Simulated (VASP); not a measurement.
# LiAl15HN16 (a cell with a defect): single point with PBE

LiAl15HN16 (a cell with a defect):

```xyz
33
Lattice="6.2595 0.0000 0.0000 -3.1298 5.4209 0.0000 0.0000 0.0000 10.0348" Properties=species:S:1:pos:R:3 pbc="T T T"
Al    1.5427    0.9173    2.4148
Al    1.5628    0.9043    7.5194
Al   -0.0215    1.8175   10.0166
Al    0.0027    3.6126    2.5236
Al   -1.5845    4.4252    5.0738
Al    0.0004    3.6213    7.5166
Al   -1.5750    4.5135   10.0252
Al    4.6912    0.9000    2.5272
Al    3.2033    1.8674    5.0727
Al    4.6889    0.9008    7.5168
Al    3.1236    1.8151   10.0276
Al    3.1282    3.6142    2.5032
Al    1.5647    4.5186    5.0386
Al    3.1132    3.6230    7.5560
Al    1.5544    4.5229   10.0389
Li    0.0651    1.7588    4.8644
N     1.7436    0.8005    4.3312
N    -0.0079    1.8089    1.8994
N     1.5406    0.9127    9.4382
N     0.0024    1.8079    7.0305
N     0.0004    3.7120    4.4066
N    -1.5573    4.5095    1.8877
N    -0.0192    3.6305    9.4311
N    -1.5699    4.5107    6.9477
N     4.6056    0.8464    4.4039
N     3.1396    1.8073    1.8874
N     4.6678    0.9109    9.4320
N     3.1338    1.8148    6.9476
N     3.1172    3.6201    4.4129
N     1.5774    4.5080    1.8981
N     3.1067    3.6251    9.4411
N     1.5741    4.5122    6.9433
H     2.6231    0.2970    4.0467
```

```yaml
Program: VASP 6.6.1
Task: single point
Functional: PBE
Potentials_or_basis: VASP PAW PBE potentials, release 64 (Al, Li_sv, N, H)
Cutoff: 520 eV
k_mesh: 1 × 1 × 1, shifted
Occupations: gaussian, width 0.01 eV
Spin: collinear spin
Fixed_moment: 1 μB
```

The largest force is 0.275 eV/Å and the net moment is 1.00 μB per cell. The site moments are Al +0.00, -0.00 (each value once); Li +0.01; N +0.01, +0.03, +0.24, +0.16, +0.02, +0.00, +0.15, -0.00 (each value once); H -0.00 μB and the valence electrons inside the program's atomic spheres are Al 0.81, 0.80, 0.82 (each value once); Li 2.10; N 3.89, 3.84, 3.83, 3.77, 3.80, 3.85, 3.86 (each value once); H 0.71.

Forces on the atoms (eV/Å):
```
Al   0.103 -0.093  0.016
Al   0.065 -0.026  0.023
Al  -0.125  0.067 -0.058
Al   0.069 -0.024 -0.032
Al  -0.098  0.197  0.006
Al   0.095 -0.150  0.021
Al  -0.104  0.074  0.032
Al   0.113 -0.075 -0.112
Al  -0.268  0.033  0.049
Al   0.184 -0.015  0.031
Al  -0.103  0.046 -0.023
Al   0.139 -0.041 -0.034
Al  -0.012 -0.089  0.114
Al   0.131 -0.076  0.017
Al  -0.127  0.069 -0.016
Li  -0.007  0.037  0.162
N    0.132 -0.085  0.022
N   -0.220  0.119  0.003
N    0.220 -0.081  0.026
N   -0.182  0.077 -0.025
N    0.158 -0.056 -0.115
N   -0.186  0.064  0.023
N    0.180 -0.093  0.023
N   -0.156  0.092  0.005
N    0.143 -0.030 -0.104
N   -0.158  0.080  0.040
N    0.174 -0.112  0.012
N   -0.160  0.077 -0.008
N    0.098 -0.060 -0.002
N   -0.166  0.116  0.024
N    0.168 -0.096 -0.010
N   -0.169  0.118 -0.091
H    0.070 -0.064 -0.018
```

Run time: 23 min on 1 thread of Intel Xeon 8259CL, with other jobs on the host, peak memory 0.72 GiB.

Caveat: the k points lie up to 0.58 Å⁻¹ apart; the total moment is fixed, so each spin has its own Fermi level and the state may be an excited one.
